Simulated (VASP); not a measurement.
# Hf (P6_3/mmc) in VASP: further runs, part 2 of 2

VASP 6.6.1. Earlier steps stand in the parts before.

## Step 4: Single point, PBE

INCAR

```
ALGO = Normal ; EDIFF = 1E-6
ENCUT = 520 ; GGA = PE
ISIF = 2 ; ISMEAR = 0
LASPH = True ; LCHARG = True
LELF = True ; LREAL = False
LVHAR = True ; LWAVE = False
NBANDS = 17 ; NELM = 100
PREC = Accurate ; SIGMA = 0.016
```

KPOINTS

```
k-points
0
Gamma
  10 10 5
```

POSCAR

```
Hf
1.0
    3.1967000000      0.0000000000      0.0000000000
   -1.5983500000      2.7684234083      0.0000000000
    0.0000000000      0.0000000000      5.0578000000
Hf
2
Direct
    0.6666666667      0.3333333333      0.7500000000
    0.3333333333      0.6666666667      0.2500000000
```

Potentials or basis: VASP PAW PBE potentials, release 64 (Hf_pv).

Launch:

```sh
$ cat potpaw_PBE.64/Hf_pv/POTCAR > POTCAR
$ mpirun -np 1 vasp_std > vasp.out
```

OUTCAR:

```text
EDIFF = 1E-6
   ENCUT = 520
   GGA = PE
   ISIF = 2
   ISMEAR = 0
   LASPH = True
   LREAL = False
   NELM = 100
   PREC = Accurate

 ion  position               nearest neighbor table
   1  0.667  0.333  0.750-   2 3.13   2 3.13   2 3.13   2 3.13   2 3.13   2 3.13
   2  0.333  0.667  0.250-   1 3.13   1 3.13   1 3.13   1 3.13   1 3.13   1 3.13

  LATTYP: Found a hexagonal cell.
 ALAT       =     3.1967000000
 C/A-ratio  =     1.5821941377

  Lattice vectors:

 A1 = (   3.1967000000,   0.0000000000,   0.0000000000)
 A2 = (  -1.5983500000,   2.7684234083,   0.0000000000)
 A3 = (   0.0000000000,   0.0000000000,   5.0578000000)

Analysis of symmetry for initial positions (statically):
=====================================================================
 Subroutine PRICEL returns:
 Original cell was already a primitive cell.

 Routine SETGRP: Setting up the symmetry group for a
 hexagonal supercell.

 Subroutine GETGRP returns: Found 24 space group operations
 (whereof 12 operations were pure point group operations)
 out of a pool of 24 trial point group operations.

The static configuration has the point symmetry D_3d.
 The point group associated with its full space group is D_6h.

Analysis of symmetry for dynamics (positions and initial velocities):
=====================================================================
 Subroutine PRICEL returns:
 Original cell was already a primitive cell.

 Routine SETGRP: Setting up the symmetry group for a
 hexagonal supercell.

 Subroutine GETGRP returns: Found 24 space group operations
 (whereof 12 operations were pure point group operations)
 out of a pool of 24 trial point group operations.

The dynamic configuration has the point symmetry D_3d.
 The point group associated with its full space group is D_6h.

 Subroutine INISYM returns: Found 24 space group operations
 (whereof 12 operations are pure point group operations),
 and found     1 'primitive' translations

----------------------------------------------------------------------------------------

                                     Primitive cell

  volume of cell :      44.7606

  direct lattice vectors                    reciprocal lattice vectors
     3.196700000  0.000000000  0.000000000     0.312822598  0.180608211  0.000000000
    -1.598350000  2.768423408  0.000000000     0.000000000  0.361216423  0.000000000
     0.000000000  0.000000000  5.057800000     0.000000000  0.000000000  0.197714421

  length of vectors
     3.196700000  3.196700000  5.057800000     0.361216423  0.361216423  0.197714421

  position of ions in fractional coordinates (direct lattice)
     0.666666667  0.333333333  0.750000000
     0.333333333  0.666666667  0.250000000

  ion indices of the primitive-cell ions
   primitive index   ion index
                 1           1
                 2           2

----------------------------------------------------------------------------------------

 KPOINTS: k-points

Automatic generation of k-mesh.
 Grid dimensions read from file:
 generate k-points for:   10   10    5

 Generating k-lattice:

  Cartesian coordinates                     Fractional coordinates (reciprocal lattice)
     0.031282260  0.018060821  0.000000000     0.100000000 -0.000000000  0.000000000
     0.000000000  0.036121642  0.000000000     0.000000000  0.100000000  0.000000000
     0.000000000  0.000000000  0.039542884     0.000000000  0.000000000  0.200000000

  Length of vectors
     0.036121642  0.036121642  0.039542884

  Shift w.r.t. Gamma in fractional coordinates (k-lattice)
     0.000000000  0.000000000  0.000000000

 Subroutine IBZKPT returns following result:
 ===========================================

 Found     42 irreducible k-points:

 Following reciprocal coordinates:
            Coordinates               Weight
  0.000000  0.000000  0.000000      1.000000
  0.100000  0.000000  0.000000      6.000000
  0.200000  0.000000  0.000000      6.000000
  0.300000  0.000000  0.000000      6.000000
  0.400000  0.000000  0.000000      6.000000
  0.500000  0.000000  0.000000      3.000000
[... 16 lines left out ...]
  0.300000  0.100000  0.200000     24.000000
  0.400000  0.100000  0.200000     24.000000
 [... further k-points ...]
   k-points           NKPTS =     42   k-points in BZ     NKDIM =     42   number of bands    NBANDS=     17
   number of dos      NEDOS =    301   number of ions     NIONS =      2
   total plane-waves  NPLWV =  23040
   dimension x,y,z NGX =    24 NGY =   24 NGZ =   40
   dimension x,y,z NGXF=    48 NGYF=   48 NGZF=   80
   ions per type =               2
   NGX,Y,Z   is equivalent  to a cutoff of  12.48, 12.48, 13.15 a.u.
   NGXF,Y,Z  is equivalent  to a cutoff of  24.96, 24.96, 26.30 a.u.
 SYSTEM =  unknown system
   PREC   = accura    normal or accurate (medium, high low for compatibility)
   ISTART =      0    job   : 0-new  1-cont  2-samecut
   ICHARG =      2    charge: 1-file 2-atom 10-const
   ISPIN  =      1    spin polarized calculation?
   LNONCOLLINEAR =      F non collinear calculations
   LSORBIT =      F    spin-orbit coupling
   LASPH  =      T    aspherical Exc in radial PAW
   ENCUT  =  520.0 eV  38.22 Ry    6.18 a.u.   5.94  5.94  9.40*2*pi/ulx,y,z
   NELM   =    100;   NELMIN=  2; NELMDL= -5     # of ELM steps
   EDIFF  = 0.1E-05   stopping-criterion for ELM
   LREAL  =      F    real-space projection
   EDIFFG = 0.1E-04   stopping-criterion for IOM
   NSW    =      0    number of steps for IOM
   IBRION =     -1    ionic relax: 0-MD 1-quasi-New 2-CG
   NFREE  =      0    steps in history (QN), initial steepest desc. (CG)
   ISIF   =      2    stress and relaxation
   ISYM   =      2    0-nonsym 1-usesym 2-fastsym
   POTIM  = 0.5000    time-step for ionic-motion
   TEBEG  =    0.0;   TEEND  =   0.0 temperature during run
   PSTRESS=    0.0 pullay stress
   NELECT =      20.0000    total number of electrons
   NUPDOWN=      -1.0000    fix difference up-down
   EMIN   =  10.00;   EMAX   =-10.00  energy-range for DOS
   EFERMI =   0.00;   METHOD = LEGACY
   ISMEAR =     0;   SIGMA  =   0.02  broadening in eV -4-tet -1-fermi 0-gaus
   EFERMI_NEDOS =   21; number of points for ismear=-14 and -15
   IALGO  =     38    algorithm
   IMIX   =      4    mixing-type and parameters
     AMIX     =   0.40;   BMIX     =  1.00
     AMIX_MAG =   1.60;   BMIX_MAG =  1.00
  volume/ion in A,a.u.               =      22.38       151.03
  Fermi-wavevector in a.u.,A,eV,Ry     =   1.251563  2.365112 21.312311  1.566411
  Thomas-Fermi vector in A             =   2.385505
   LORBIT       =      0    0 simple, 1 ext, 2 COOP (PROOUT), +10 PAW based schemes
   GGA     = PE    functional components
   LHFCALC =     F    Hartree Fock is set to
   AEXX    =    0.0000 exact exchange contribution
   IVDW    =     0    specifies the selected vdW correction
   LEPSILON=     F    determine dielectric tensor
   LRPA    =     F    only Hartree local field effects (RPA)
 non-spin polarized calculation
 Gauss-broadening in eV      SIGMA  =   0.02
  energy-cutoff  :      520.00
  volume of cell :       44.76
 maximum number of plane-waves:      1220
 NGX is ok and might be reduce to    24
   NGX = 11   NGY = 11   NGZ = 19

 number of electron      20.0000004 magnetization

 Free energy of the ion-electron system (eV)
  ---------------------------------------------------
  ext. energy  EPLUGINS =         0.00000000
  ---------------------------------------------------
  free energy    TOTEN  =       -19.84954470 eV

  energy without entropy =      -19.84919379  energy(sigma->0) =      -19.84936924

 E-fermi :   4.8971     XC(G=0): -11.2811

 val. band max:        4.8949465476   @ k =   0.1000   0.1000   0.4000
 cond. band min:       4.9106035796   @ k =   0.1000   0.1000   0.2000
 fundamental gap:      0.0156570321
 Fermi energy:         4.8971413585

 k-point     1 :       0.0000    0.0000    0.0000
  band No.  band energies     occupation
      1     -26.1587      2.00000
      2     -25.4149      2.00000
      3     -25.4149      2.00000
      4     -25.2931      2.00000
      5     -25.2873      2.00000
      6     -25.2873      2.00000
[... 9 lines left out ...]
     16       7.5541      0.00000
     17      10.2484      0.00000
[... 441 lines left out ...]
 k-point    24 :       0.4000    0.1000    0.2000
  band No.  band energies     occupation
      1     -26.0127      2.00000
      2     -25.8858      2.00000
      3     -25.7028      2.00000
      4     -25.5836      2.00000
      5     -25.4894      2.00000
      6     -25.4180      2.00000
[... 9 lines left out ...]
     16      10.8524      0.00000
     17      11.6642      0.00000

 [... further k-points ...]
[... 5 lines left out ...]
  --------------------------------------------------------------------------------------
  -------------------------------------------------------------------------------------
  Total        0.0837700      0.0837700     -0.0017050      0.0000000     -0.0000000      0.0000000
  in kB        2.9984940      2.9984940     -0.0610287      0.0000000     -0.0000000      0.0000000
  external PRESSURE =       1.9786531 kB  Pullay stress =       0.0000000 kB

 VOLUME and BASIS-vectors are now :
 -----------------------------------------------------------------------------
  energy-cutoff  :      520.00
  volume of cell :       44.76
      direct lattice vectors                 reciprocal lattice vectors
     3.196700000  0.000000000  0.000000000     0.312822598  0.180608211  0.000000000
    -1.598350000  2.768423408  0.000000000     0.000000000  0.361216423  0.000000000
     0.000000000  0.000000000  5.057800000     0.000000000  0.000000000  0.197714421

 POSITION                                       TOTAL-FORCE (eV/Angst)
 -----------------------------------------------------------------------------------
      1.59835      0.92281      3.79335         0.000000      0.000000      0.000000
     -0.00000      1.84562      1.26445        -0.000000     -0.000000      0.000000
 -----------------------------------------------------------------------------------
    total drift:                               -0.000000      0.000000     -0.000000

  FREE ENERGIE OF THE ION-ELECTRON SYSTEM (eV)
  ---------------------------------------------------
  free  energy   TOTEN  =       -19.8495446962 eV

  energy  without entropy=      -19.8491937927  energy(sigma->0) =      -19.84936924
```

OSZICAR:

```text
N       E                     dE             d eps       ncg     rms          rms(c)
DAV:   1     0.498018791462E+02    0.49802E+02   -0.11473E+04  1436   0.113E+03
DAV:   2    -0.186228075698E+02   -0.68425E+02   -0.66737E+02  1827   0.248E+02
DAV:   3    -0.205457258374E+02   -0.19229E+01   -0.19026E+01  1850   0.271E+01
DAV:   4    -0.205615735181E+02   -0.15848E-01   -0.15836E-01  1854   0.295E+00
DAV:   5    -0.205617255849E+02   -0.15207E-03   -0.15204E-03  1818   0.257E-01    0.647E+01
DAV:   6    -0.200406999699E+02    0.52103E+00   -0.49086E-01  1693   0.451E+00    0.382E+01
DAV:   7    -0.198588627173E+02    0.18184E+00   -0.81489E-01  1740   0.557E+00    0.210E+00
DAV:   8    -0.198494853807E+02    0.93773E-02   -0.48781E-02  1650   0.143E+00    0.406E-01
DAV:   9    -0.198495563380E+02   -0.70957E-04   -0.10243E-03  1921   0.220E-01    0.163E-01
DAV:  10    -0.198495443498E+02    0.11988E-04   -0.83011E-05  1637   0.596E-02    0.239E-01
DAV:  11    -0.198495446435E+02   -0.29368E-06   -0.11036E-05  1727   0.220E-02    0.842E-03
DAV:  12    -0.198495446962E+02   -0.52664E-07   -0.42526E-07  1036   0.455E-03
   1 F= -.19849545E+02 E0= -.19849369E+02  d E =-.350903E-03
```

stdout:

```text
POSCAR found type information on POSCAR Hf
 POSCAR found :  1 types and       2 ions
 scaLAPACK will be used
 LDA part: xc-table for (Slater+PW92), standard interpolation
 POSCAR, INCAR and KPOINTS ok, starting setup
 FFT: planning ... GRIDC
 FFT: planning ... GRID_SOFT
 FFT: planning ... GRID
 WAVECAR not read
 entering main loop
```

It took 19 s on 1 thread of Intel Xeon Platinum 8259CL at 2.50GHz (Skylake/Cascade Lake), shared host; peak memory 0.17 GiB.

What came out:

* Free energy: -19.8495 eV
* Pressure: 0.2 GPa
* Band gap on the k mesh: zero (band 10 reaches 6.10 eV, above the bottom of band 11 at 4.60 eV)

Stress tensor (GPa, compression positive):
```
 0.30  0.00  0.00
 0.00  0.30  0.00
 0.00  0.00 -0.01
```

Caveat: spin-orbit coupling is left out, which moves the levels of the heavy elements.

## Step 5: Single point, PBE

INCAR

```
PREC = Accurate ; ENCUT = 520
EDIFF = 1E-6 ; ISMEAR = 0
SIGMA = 0.022 ; LREAL = F
LASPH = T ; NELM = 60
ALGO = Fast ; ISIF = 2
LWAVE = F ; LCHARG = F
GGA = PE ; NBANDS = 17
```

KPOINTS

```
Automatic mesh
0
Gamma
  10 10 5
```

POSCAR is that of step 4.

Launch:

```sh
$ cat potpaw_PBE.64/Hf_pv/POTCAR > POTCAR
$ mpirun -np 1 vasp_std > vasp.out
```

It took 23 s on 1 thread of Intel Xeon Platinum 8259CL at 2.50GHz (Skylake/Cascade Lake), shared host; peak memory 0.17 GiB.

The run converged. Its results:

* Free energy: -19.8497 eV
* Pressure: 0.3 GPa
* Band gap on the k mesh: zero (band 10 reaches 6.10 eV, above the bottom of band 11 at 4.59 eV)

Stress tensor (GPa, compression positive):
```
0.44 0.00 0.00
0.00 0.44 0.00
0.00 0.00 0.08
```

Levels at points of the mesh, in eV from the Fermi level:
```csv
k point,band 6,band 7,band 8,band 9,band 10,band 11,band 12,band 13,band 14,band 15
"(0.00, 0.00, 0.00)",-30.19,-7.36,-3.69,0.66,1.20,1.20,1.48,2.02,2.02,2.66
"(0.50, 0.00, 0.00)",-30.27,-3.33,-2.73,-2.21,-0.78,0.81,0.89,1.70,5.91,6.42
```

Caveat: spin-orbit coupling is left out, which moves the levels of the heavy elements.

## Step 6: Overview

```tsv
smearing	gap on the mesh (eV)	pressure (GPa)
gaussian 0.014 eV	none	0.3
gaussian 0.015 eV	none	0.2
gaussian 0.016 eV	none	0.2
gaussian 0.022 eV	none	0.3
```

Alike in all rows: task single point; level PBE; potentials or basis VASP PAW PBE potentials, release 64 (Hf_pv); no spin polarisation; cell as given; k mesh 10 × 10 × 5; cutoff (eV) 520.

Every run on the cell as given and a fine mesh finds a metal.

Caveats: spin-orbit coupling is left out, which moves the levels of the heavy elements.

Total energies depend on the potentials used, so only differences within one code and one set of settings carry meaning.
